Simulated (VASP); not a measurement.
# Ir: single point with PBE

Ir:

```
CELL_PARAMETERS angstrom
2.73946 0.00000 0.00000
-1.36973 2.37244 0.00000
0.00000 0.00000 8.94956
ATOMIC_POSITIONS crystal
Ir 0.00000 0.00000 0.00000
Ir 0.00000 0.00000 0.50000
Ir 0.33333 0.66667 0.25000
Ir 0.66667 0.33333 0.75000
```

| Quantity | Value |
| --- | --- |
| Program | VASP 6.6.1 |
| Task | single point |
| Functional | PBE |
| Potentials or basis | VASP PAW PBE potentials, release 64 (Ir) |
| Cutoff | 520 eV |
| k mesh | 13 × 13 × 4 |
| Occupations | fermi-dirac, width 0.1 eV |
| Spin | no spin polarisation |
| Dipole correction | no |
| Further INCAR settings | ALGO = Normal; EDIFF = 1e-06; NBANDS = 26 |

```yaml
Pressure: 0.5 GPa
Band_gap_on_the_k_mesh: zero (band 18 reaches 10.88 eV, above the bottom of band 19 at 8.47 eV)
```

Levels at points of the mesh, in eV from the Fermi level:
| k point | band 15 | band 16 | band 17 | band 18 | band 19 | band 20 | band 21 | band 22 |
| --- | --- | --- | --- | --- | --- | --- | --- | --- |
| (0.00, 0.00, 0.00) | -3.21 | -1.74 | -1.74 | -1.01 | -1.01 | -0.73 | -0.36 | -0.36 |
| (0.00, 0.00, 0.50) | -2.62 | -2.62 | -1.36 | -1.36 | -1.36 | -1.36 | 0.18 | 0.18 |

Run time: 120 s on 1 thread of Intel Xeon 8259CL, with other jobs on the host, peak memory 0.22 GiB.

Caveat: spin-orbit coupling is left out, which moves the levels of the heavy elements.
